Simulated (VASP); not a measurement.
# Ba2TaS4 (P6/mmm) in VASP: a series of runs, part 2 of 2

VASP 6.6.1. Earlier steps stand in the parts before.

**3. Single point, PBE**

This run uses another cell than the first one, of 41.67 Å³/atom.

Contents of INCAR:

```
PREC = Accurate ; ENCUT = 520
EDIFF = 1E-7 ; ISMEAR = 0
SIGMA = 0.1 ; LREAL = False
LASPH = True ; NELM = 100
ALGO = Normal ; ISIF = 2
LWAVE = False ; LCHARG = True
GGA = PE ; LELF = True
LVHAR = True ; NBANDS = 36
```

Contents of KPOINTS:

```
Automatic mesh
0
Gamma
  6 6 2
```

Contents of POSCAR:

```
Ba2TaS4
1.0
    5.1830919659     -0.0000000028      0.0000000000
   -2.5915459805      4.4886893141      0.0000000000
    0.0000000000      0.0000000000     12.5386616013
Ba Ta S
2 1 4
Direct
    0.0000000000      0.0000000000      0.7819598448
    0.0000000000      0.0000000000      0.2180401552
    0.0000000000      0.0000000000      0.5000000000
    0.5000000000      0.0000000000      0.5000000000
    0.0000000000      0.5000000000      0.5000000000
    0.5000000000      0.5000000000      0.5000000000
    0.0000000000      0.0000000000      0.0000000000
```

Potentials or basis: VASP PAW PBE potentials, release 64 (Ba_sv, Ta_pv, S).

Run with:

```bash
> cat potpaw_PBE.64/Ba_sv/POTCAR potpaw_PBE.64/Ta_pv/POTCAR potpaw_PBE.64/S/POTCAR > POTCAR
> mpirun -np 1 vasp_std > vasp.out
```

OUTCAR:

```text
PREC = Accurate
   ENCUT = 520
   EDIFF = 1E-7
   ISMEAR = 0
   LREAL = False
   LASPH = True
   NELM = 100
   ISIF = 2
   GGA = PE

 ion  position               nearest neighbor table
   1  0.000  0.000  0.782-   7 2.73   3 3.54
   2  0.000  0.000  0.218-   7 2.73   3 3.54
   3  0.000  0.000  0.500-   4 2.59   4 2.59   5 2.59   5 2.59   6 2.59   6 2.59   1 3.54   2 3.54

   4  0.500  0.000  0.500-   3 2.59   3 2.59   6 2.59   6 2.59   5 2.59   5 2.59
   5  0.000  0.500  0.500-   6 2.59   6 2.59   3 2.59   3 2.59   4 2.59   4 2.59
   6  0.500  0.500  0.500-   5 2.59   5 2.59   4 2.59   4 2.59   3 2.59   3 2.59
   7  0.000  0.000  0.000-   1 2.73   2 2.73

  LATTYP: Found a hexagonal cell.
 ALAT       =     5.1830919659
 C/A-ratio  =     2.4191470427

  Lattice vectors:

 A1 = (   5.1830919659,  -0.0000000028,   0.0000000000)
 A2 = (  -2.5915459805,   4.4886893141,   0.0000000000)
 A3 = (   0.0000000000,   0.0000000000,  12.5386616013)

Analysis of symmetry for initial positions (statically):
=====================================================================
 Subroutine PRICEL returns:
 Original cell was already a primitive cell.

 Routine SETGRP: Setting up the symmetry group for a
 hexagonal supercell.

 Subroutine GETGRP returns: Found 24 space group operations
 (whereof 24 operations were pure point group operations)
 out of a pool of 24 trial point group operations.

The static configuration has the point symmetry D_6h.

Analysis of symmetry for dynamics (positions and initial velocities):
=====================================================================
 Subroutine PRICEL returns:
 Original cell was already a primitive cell.

 Routine SETGRP: Setting up the symmetry group for a
 hexagonal supercell.
[... 123 lines left out ...]
     AMIX     =   0.40;   BMIX     =  1.00
     AMIX_MAG =   1.60;   BMIX_MAG =  1.00
  volume/ion in A,a.u.               =      41.67       281.23
  Fermi-wavevector in a.u.,A,eV,Ry     =   0.938734  1.773950 11.989745  0.881221
  Thomas-Fermi vector in A             =   2.065975
   LORBIT       =      0    0 simple, 1 ext, 2 COOP (PROOUT), +10 PAW based schemes
   GGA     = PE    functional components
   LHFCALC =     F    Hartree Fock is set to
   AEXX    =    0.0000 exact exchange contribution
   IVDW    =     0    specifies the selected vdW correction
   LEPSILON=     F    determine dielectric tensor
   LRPA    =     F    only Hartree local field effects (RPA)
 non-spin polarized calculation
 Gauss-broadening in eV      SIGMA  =   0.10
  energy-cutoff  :      520.00
  volume of cell :      291.72
 maximum number of plane-waves:      7895
 NGX is ok and might be reduce to    40
   NGX = 19   NGY = 19   NGZ = 47

 number of electron      55.0000003 magnetization

 Free energy of the ion-electron system (eV)
  ---------------------------------------------------
  ext. energy  EPLUGINS =         0.00000000
  ---------------------------------------------------
  free energy    TOTEN  =       -32.44432588 eV

  energy without entropy =      -32.42138404  energy(sigma->0) =      -32.43285496

 E-fermi :   1.9269     XC(G=0):  -7.1700

 val. band max:        1.8891853114   @ k =   0.1667  -0.0000   0.5000
 cond. band min:       1.9524413171   @ k =   0.1667   0.1667   0.0000
 fundamental gap:      0.0632560057
 Fermi energy:         1.9268805960

 k-point     1 :       0.0000    0.0000    0.0000
  band No.  band energies     occupation
      1     -33.9268      2.00000
      2     -33.9268      2.00000
      3     -33.3126      2.00000
      4     -26.9994      2.00000
      5     -26.9968      2.00000
      6     -14.5063      2.00000
[... 535 lines left out ...]
     35       3.8788      0.00000
     36       3.8788      0.00000

------------------------ aborting loop because EDIFF is reached ----------------------------------------

  FORCE on cell =-STRESS in cart. coord.  units (eV):
  Direction    XX          YY          ZZ          XY          YZ          ZX
  --------------------------------------------------------------------------------------
  -------------------------------------------------------------------------------------
  Total       -0.2975294     -0.2975294      1.3068109     -0.0000000      0.0000000      0.0000000
  in kB       -1.6341080     -1.6341080      7.1773427     -0.0000000      0.0000000      0.0000000
  external PRESSURE =       1.3030422 kB  Pullay stress =       0.0000000 kB

 VOLUME and BASIS-vectors are now :
 -----------------------------------------------------------------------------
  energy-cutoff  :      520.00
  volume of cell :      291.72
      direct lattice vectors                 reciprocal lattice vectors
     5.183091966 -0.000000003  0.000000000     0.192935029  0.111391091  0.000000000
    -2.591545980  4.488689314  0.000000000     0.000000000  0.222782182  0.000000000
     0.000000000  0.000000000 12.538661601     0.000000000  0.000000000  0.079753329

 POSITION                                       TOTAL-FORCE (eV/Angst)
 -----------------------------------------------------------------------------------
      0.00000      0.00000      9.80473         0.000000     -0.000000     -0.219903
      0.00000      0.00000      2.73393        -0.000000      0.000000      0.219903
      0.00000      0.00000      6.26933         0.000000      0.000000      0.000000
      2.59155     -0.00000      6.26933         0.000000      0.000000      0.000000
     -1.29577      2.24434      6.26933         0.000000      0.000000      0.000000
      1.29577      2.24434      6.26933         0.000000      0.000000      0.000000
      0.00000      0.00000      0.00000         0.000000      0.000000      0.000000
 -----------------------------------------------------------------------------------
    total drift:                                0.000000      0.000000     -0.000000

  FREE ENERGIE OF THE ION-ELECTRON SYSTEM (eV)
  ---------------------------------------------------
  free  energy   TOTEN  =       -32.4443258838 eV

  energy  without entropy=      -32.4213840434  energy(sigma->0) =      -32.43285496
```

OSZICAR:

```text
N       E                     dE             d eps       ncg     rms          rms(c)
DAV:   1     0.399505452600E+03    0.39951E+03   -0.23211E+04  1072   0.125E+03
DAV:   2     0.451683445830E+01   -0.39499E+03   -0.38482E+03  1372   0.265E+02
DAV:   3    -0.345054145312E+02   -0.39022E+02   -0.38472E+02  1364   0.800E+01
DAV:   4    -0.362877973690E+02   -0.17824E+01   -0.17750E+01  1576   0.152E+01
DAV:   5    -0.363302372583E+02   -0.42440E-01   -0.42020E-01  1424   0.227E+00    0.202E+01
DAV:   6    -0.330922434294E+02    0.32380E+01   -0.14818E+01  1232   0.116E+01    0.110E+01
DAV:   7    -0.328068866311E+02    0.28536E+00   -0.81119E+00  1328   0.734E+00    0.633E+00
DAV:   8    -0.324641182091E+02    0.34277E+00   -0.22056E+00  1212   0.451E+00    0.190E+00
DAV:   9    -0.324449818096E+02    0.19136E-01   -0.31435E-01  1284   0.166E+00    0.673E-01
DAV:  10    -0.324426922256E+02    0.22896E-02   -0.23482E-02  1324   0.594E-01    0.338E-01
DAV:  11    -0.324431111301E+02   -0.41890E-03   -0.25378E-03  1428   0.205E-01    0.195E-01
DAV:  12    -0.324441807282E+02   -0.10696E-02   -0.28096E-03  1112   0.210E-01    0.877E-02
DAV:  13    -0.324442900699E+02   -0.10934E-03   -0.99220E-04  1352   0.978E-02    0.420E-02
DAV:  14    -0.324443105970E+02   -0.20527E-04   -0.15039E-04  1252   0.376E-02    0.154E-02
DAV:  15    -0.324443209559E+02   -0.10359E-04   -0.26000E-05  1272   0.163E-02    0.609E-03
DAV:  16    -0.324443254818E+02   -0.45259E-05   -0.88998E-06  1132   0.104E-02    0.370E-03
DAV:  17    -0.324443258304E+02   -0.34866E-06   -0.97804E-07  1388   0.299E-03    0.121E-03
DAV:  18    -0.324443258838E+02   -0.53341E-07   -0.25954E-07  1104   0.134E-03
   1 F= -.32444326E+02 E0= -.32432855E+02  d E =-.229418E-01
```

stdout:

```text
POSCAR found type information on POSCAR BaTaS
 POSCAR found :  3 types and       7 ions
 scaLAPACK will be used
 LDA part: xc-table for (Slater+PW92), standard interpolation
 POSCAR, INCAR and KPOINTS ok, starting setup
 FFT: planning ... GRIDC
 FFT: planning ... GRID_SOFT
 FFT: planning ... GRID
 WAVECAR not read
 entering main loop
```

It took 2.1 min on 1 thread of Intel Xeon 6975P-C (Granite Rapids), shared host; peak memory 0.45 GiB.

What came out:

| Item | Value |
| --- | --- |
| Free energy | -32.4443 eV |
| Pressure | 0.1 GPa |
| Largest force | 0.220 eV/Å |
| Band gap on the k mesh | zero (an odd number of electrons rules out a gap without spin polarisation) |

Forces in eV/Å, atoms in the order of the input:
```
Ba   0.000  0.000 -0.220
Ba   0.000  0.000  0.220
Ta   0.000  0.000  0.000
S    0.000  0.000  0.000
S    0.000  0.000  0.000
S    0.000  0.000  0.000
S    0.000  0.000  0.000
```

Caveat: spin-orbit coupling is left out, which moves the levels of the heavy elements.

**4. Relaxation of cell and atoms, PBE**

Contents of INCAR:

```
ALGO = Normal
EDIFF = 1E-7
EDIFFG = -0.04
ENCUT = 600
GGA = PE
IBRION = 2
ISIF = 3
ISMEAR = 0
LASPH = True
LCHARG = False
LREAL = False
LWAVE = False
NELM = 100
NSW = 90
PREC = Accurate
SIGMA = 0.1
```

Contents of KPOINTS:

```
k-points
0
Gamma
  6 6 2
```

Contents of POSCAR:

```
Ba2TaS4
1.0
    5.2984484700      0.0000000000      0.0000000000
   -2.6492242300      4.5885909700      0.0000000000
    0.0000000000      0.0000000000      8.7619060400
Ba Ta S
2 1 4
Direct
    0.0000000000      0.0000000000      0.7790749100
    0.0000000000      0.0000000000      0.2209250900
    0.0000000000      0.0000000000      0.5000000000
    0.5000000000      0.0000000000      0.5000000000
    0.0000000000      0.5000000000      0.5000000000
    0.5000000000      0.5000000000      0.5000000000
    0.0000000000      0.0000000000      0.0000000000
```

Run with:

```bash
> cat potpaw_PBE.64/Ba_sv/POTCAR potpaw_PBE.64/Ta_pv/POTCAR potpaw_PBE.64/S/POTCAR > POTCAR
> mpirun -np 1 vasp_std > vasp.out
```

It took 50 min on 1 thread of Intel Xeon 6975P-C (Granite Rapids), shared host; peak memory 0.48 GiB.

It converged, with:

```yaml
Free_energy: -32.4357 eV
Relaxed_volume: 41.65 Å³/atom
Relaxed_cell: a = 5.175 Å, b = 5.175 Å, c = 12.571 Å, α = 90.00°, β = 90.00°, γ = 120.00°
Space_group_after_relaxing_to_0.1_Å: P6/mmm (No. 191)
Energy_gained_by_relaxing: 2222.6 meV/atom
Ionic_steps: 30
Pressure_after_relaxing: 0.0 GPa
Largest_force_after_relaxing: 0.006 eV/Å
Band_gap_on_the_k_mesh: zero (an odd number of electrons rules out a gap without spin polarisation)
```

Forces on the atoms (eV/Å):
```
Ba   0.000  0.000  0.006
Ba   0.000  0.000 -0.006
Ta   0.000  0.000  0.000
S    0.000  0.000  0.000
S    0.000  0.000  0.000
S    0.000  0.000  0.000
S    0.000  0.000  0.000
```

The path:
```csv
step,energy change (eV),largest force (eV/Å),pressure (GPa),volume (Å³)
1,0.0000,20.6442,31.76,213.02
2,-9.4675,2.2494,0.52,398.83
3,-9.4834,2.2662,0.54,397.68
4,-9.5334,2.3171,0.61,393.99
5,-9.7048,2.4754,0.81,380.21
6,-11.0496,4.1455,1.91,296.66
7,-11.4169,9.5365,8.03,254.85
8,-11.1590,5.9499,3.48,283.25
9,-11.2883,6.7666,4.24,276.56
10,-13.2323,2.4249,-1.53,323.05
11,-13.3141,2.2434,-1.89,329.67
12,-13.3533,1.6892,-2.90,343.07
13,-13.3631,1.9700,-2.38,336.28
14,-14.1198,2.1920,-1.24,309.78
15,-14.3980,0.7084,7.73,238.71
16,-14.7376,2.2166,1.53,275.00
17,-14.7945,1.8370,3.80,258.00
18,-15.0563,0.7602,4.12,256.37
19,-15.0743,0.2706,4.32,255.81
20,-15.3695,0.2599,2.19,269.86
21,-15.5080,0.3362,-0.46,294.40
22,-15.5115,0.3213,-0.17,291.12
23,-15.5114,0.3179,-0.10,290.38
24,-15.5221,0.3232,-0.09,290.38
25,-15.5417,0.3369,-0.04,290.34
26,-15.5205,0.3327,0.13,290.07
27,-15.5447,0.3338,-0.01,290.30
28,-15.5541,0.1709,0.08,290.20
29,-15.5572,0.0072,0.17,290.11
30,-15.5581,0.0057,0.03,291.54
```

Final structure:
```cif
data_structure
_symmetry_space_group_name_H-M 'P 1'
_symmetry_Int_Tables_number 1
_cell_length_a 5.1748
_cell_length_b 5.1748
_cell_length_c 12.5712
_cell_angle_alpha 90.000
_cell_angle_beta 90.000
_cell_angle_gamma 120.000
_cell_volume 291.54
loop_
_atom_site_label
_atom_site_type_symbol
_atom_site_fract_x
_atom_site_fract_y
_atom_site_fract_z
_atom_site_occupancy
Ba1 Ba 0.00000 0.00000 0.78061 1
Ba2 Ba 0.00000 0.00000 0.21939 1
Ta1 Ta 0.00000 0.00000 0.50000 1
S1 S 0.50000 0.00000 0.50000 1
S2 S 0.00000 0.50000 0.50000 1
S3 S 0.50000 0.50000 0.50000 1
S4 S 0.00000 0.00000 0.00000 1
```

Levels at points of the mesh, in eV from the Fermi level:
```csv
k point,band 23,band 24,band 25,band 26,band 27,band 28,band 29,band 30,band 31,band 32
"(0.00, 0.00, 0.00)",-1.38,-1.03,-1.03,-0.80,-0.80,-0.51,-0.39,0.14,0.33,0.52
"(0.50, 0.00, 0.00)",-2.87,-1.77,-1.64,-1.16,-0.83,0.44,0.65,0.70,0.76,1.27
"(0.00, 0.00, 0.50)",-1.11,-1.11,-0.79,-0.69,-0.69,-0.54,-0.20,0.14,0.34,0.52
"(0.50, 0.00, 0.50)",-2.88,-2.10,-1.63,-1.15,-0.21,0.53,0.60,0.66,0.78,1.42
```

Caveat: the volume moved by over 15 % at a fixed basis, so the end points are rough; spin-orbit coupling is left out, which moves the levels of the heavy elements.

**5. The runs side by side**

```csv
task,cell,cutoff (eV),gap on the mesh (eV),pressure (GPa),largest force (eV/Å)
single point,"a = 5.298, b = 5.298, c = 8.762 Å, angles 90.0, 90.0, 120.0°, 7 atoms, atomic positions A",520,none,31.7,20.65
single point,"a = 5.183, b = 5.183, c = 12.539 Å, angles 90.0, 90.0, 120.0°, 7 atoms, atomic positions B",520,none,0.1,0.22
relaxation of cell and atoms,"relaxed from a = 5.298, b = 5.298, c = 8.762 Å, angles 90.0, 90.0, 120.0°, 7 atoms, atomic positions A",600,none,0.0,0.01
```

Alike in all rows: level PBE; potentials or basis VASP PAW PBE potentials, release 64 (Ba_sv, Ta_pv, S); no spin polarisation; k mesh 6 × 6 × 2; smearing gaussian 0.1 eV.

Caveats: spin-orbit coupling is left out, which moves the levels of the heavy elements; the cell stands under pressure (at least some runs); forces of over 1 eV/Å act on the atoms, so gaps and moduli don't describe the material at rest (at least some runs); the volume moved by over 15 % at a fixed basis, so the end points are rough (at least some runs).

Absolute energies hang on the potentials; compare differences alone.
